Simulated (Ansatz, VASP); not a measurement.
## Li: VASP beside Ansatz

INCAR

```
SYSTEM = Li
PREC = Accurate
ENCUT = 520
EDIFF = 1E-8
ISMEAR = -1
SIGMA = 0.03
LREAL = .False.
LASPH = .True.
NELM = 100
ALGO = Normal
ISIF = 2
LWAVE = .False.
LCHARG = .False.
GGA = PE
LEFG = .True.
NBANDS = 10
```

The input KPOINTS:

```
Automatic mesh
0
Gamma
  15 15 8
  0 0 0
```

File POSCAR:

```
Li
1.0
    3.1110021516      0.0000000000      0.0000000000
   -1.5555010758      2.6942068945      0.0000000000
    0.0000000000      0.0000000000      5.0930000000
Li
2
Direct
    0.3333333333      0.6666666667      0.2500000000
    0.6666666667      0.3333333333      0.7598173964
```

Input for Ansatz:

```yaml
crystal:
  lattice:
    - [3.1110021516, 0.0, 0.0]
    - [-1.5555010758, 2.6942068945, 0.0]
    - [0.0, 0.0, 5.093]
  atoms:
    - { symbol: Li, position: [0.3333333333, 0.6666666667, 0.25] }
    - { symbol: Li, position: [0.6666666667, 0.3333333333, 0.7598173964] }
kpoints:
  mp_grid: { grid: [15, 15, 8] }
scf:
  occupations: { method: fermi_dirac, width: 0.03 }
hamiltonian:
  xc: pbe
  pseudopotentials: { kind: paw }
output:
  forces: true
  stress: true
  eigenvalues: true
  efg: { contact_densities: true }
  write_density: true
  write_potential: true
  elf: true
  volumetric_format: npy
```

Alike in both runs: task electric field gradients; functional PBE; k mesh 15 × 15 × 8; occupations fermi-dirac, width 0.03 eV; no spin polarisation.

|  | VASP | Ansatz |
| --- | --- | --- |
| version | VASP 6.6.1 | Ansatz 0.2.0 |
| potentials or method | VASP PAW PBE potentials, release 64 (Li_sv) | PAW with Ansatz's default frozen-core files, scalar-relativistic |
| plane-wave cutoff (eV) | 520 | 420 |
| valence electrons in the cell | 6 | 6 |

```csv
,VASP,Ansatz,Ansatz less VASP
rms of the force components (eV/Å),0.032,0.032,-0.0003
```

Atom by atom the forces differ by 0.000 eV/Å (rms over components).

Noted on VASP's run: the cutoff is short for stress, so the pressure is rough.
